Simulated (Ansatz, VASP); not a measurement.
**Sb in VASP and in Ansatz**

File INCAR:

```
PREC = Accurate ; ENCUT = 520
EDIFF = 1E-6 ; ISMEAR = 0
SIGMA = 0.15 ; LREAL = F
LASPH = T ; NELM = 80
ALGO = Normal ; ISIF = 2
LWAVE = F ; LCHARG = F
GGA = PE ; NBANDS = 8
```

File KPOINTS:

```
regular mesh
0
Gamma
  24 24 24
```

File POSCAR:

```
Sb
1.0
   -1.6209729544      1.6209729544      2.5653012759
    1.6209729544     -1.6209729544      2.5653012759
    1.6209729544      1.6209729544     -2.5653012759
Sb
1
Direct
    0.0000000000      0.0000000000      0.0000000000
```

Input for Ansatz:

```yaml
crystal:
  lattice:
    - [-1.6209729544, 1.6209729544, 2.5653012759]
    - [1.6209729544, -1.6209729544, 2.5653012759]
    - [1.6209729544, 1.6209729544, -2.5653012759]
  atoms:
    - { symbol: Sb, position: [0.0, 0.0, 0.0] }
basis:
  ecutwfc: 420
kpoints:
  mp_grid: { grid: [24, 24, 24] }
hamiltonian:
  xc: pbe
scf:
  occupations: { method: gaussian, width: 0.15 }
output:
  forces: true
  stress: true
  eigenvalues: true
```

Alike in both runs: task single point; functional PBE; k mesh 24 × 24 × 24; occupations gaussian, width 0.15 eV; no spin polarisation.

|  | VASP | Ansatz |
| --- | --- | --- |
| version | VASP 6.6.1 | Ansatz 0.2.0 |
| potentials or method | VASP PAW PBE potentials, release 64 (Sb), cutoff 520 eV | scalar-relativistic, plane waves, PAW |
| valence electrons in the cell | 5 | 15 |

VASP gave:

| Quantity | Value |
| --- | --- |
| gap on the k mesh at the Fermi level (eV) | none |
| pressure (GPa) | 1.2 |
| traceless stress, the component that is largest in VASP (GPa) | 0.71 |

Which values does Ansatz return?

gap on the k mesh at the Fermi level (eV): none; pressure (GPa): 1.3; traceless stress, the component that is largest in VASP (GPa): 0.72.

A gap of «none» marks a metal or a gap that the smearing closes. VASP's potentials hold 5 valence electrons a cell and Ansatz's 15, so a difference there can come from the potentials and not from the codes.

Neither program's run includes spin-orbit coupling.
